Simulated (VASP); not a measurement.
Crystal: CS2.

```xyz
3
Lattice="3.8149 0.0000 0.0000 0.0000 3.8149 0.0000 0.0000 0.0000 3.2002" Properties=species:S:1:pos:R:3 pbc="T T T"
C     0.0000    0.0000    0.0000
S     0.0000    1.9074    0.0000
S     1.9074    0.0000    0.0000
```

The cell was built from a structure type or drawn by symmetry, and may not be a known phase.

| Item | Value |
| --- | --- |
| Program | VASP 6.6.1 |
| Task | relaxation of cell and atoms |
| Functional | PBE |
| Dispersion | D3(BJ) |
| Potentials or basis | VASP PAW PBE potentials, release 64 (C, S) |
| Cutoff | 600 eV |
| k mesh | 12 × 12 × 14 |
| Occupations | gaussian, width 0.1 eV |
| Spin | no spin polarisation |

At the start: pressure 2.5 GPa; volume 15.52 Å³/atom.

Q: Where does the relaxation end?

A: Over 30 steps the energy falls by 215.2 meV/atom and the volume is 12.94 Å³/atom (-16.7 %); space group P4/mmm (No. 123, to 0.1 Å) before and after.

The path:
```tsv
step	energy change (eV)	largest force (eV/Å)	pressure (GPa)	volume (Å³)
1	0.0000	0.0000	2.54	46.57
2	-0.0086	0.0000	-1.52	48.24
3	-0.0123	0.0000	-0.13	47.64
4	-0.0126	0.0000	-0.17	47.56
5	-0.0136	0.0000	-0.21	47.33
6	-0.0172	0.0000	-0.34	46.87
7	-0.0302	0.0000	-0.55	45.94
8	-0.0623	0.0000	-0.66	44.07
9	-0.1425	0.0000	0.49	40.27
10	-0.1656	0.0000	28.40	32.45
11	-0.1905	0.0000	1.89	39.11
12	-0.3821	0.0000	9.02	35.81
13	-0.3794	0.0000	13.07	34.79
14	-0.3849	0.0000	11.08	35.24
15	-0.3851	0.0000	10.05	35.50
16	-0.3919	0.0000	9.74	35.57
17	-0.4113	0.0000	8.80	35.80
18	-0.4458	0.0000	7.01	36.26
19	-0.4995	0.0000	3.71	37.18
20	-0.5541	0.0000	-1.81	39.06
21	-0.5597	0.0000	-3.58	39.82
22	-0.5951	0.0000	-3.33	39.80
23	-0.6362	0.0000	-1.72	39.70
24	-0.6390	0.0000	-2.29	39.73
25	-0.6392	0.0000	-2.20	39.72
26	-0.6433	0.0000	-1.36	39.36
27	-0.6455	0.0000	-0.08	38.85
28	-0.6455	0.0000	-0.03	38.83
29	-0.6455	0.0000	0.02	38.81
30	-0.6455	0.0000	0.04	38.81
```

Final structure:
```yaml
crystal:
  lattice:
    - [4.17942, 0.00000, 0.00000]
    - [0.00000, 4.17942, 0.00000]
    - [0.00000, 0.00000, 2.22194]
  atoms:
    - { symbol: C, position: [0.00000, 0.00000, 0.00000] }
    - { symbol: S, position: [0.00000, 0.50000, 0.00000] }
    - { symbol: S, position: [0.50000, 0.00000, 0.00000] }
```

Caveat: the volume moved by over 15 % at a fixed basis, so the end points are rough.
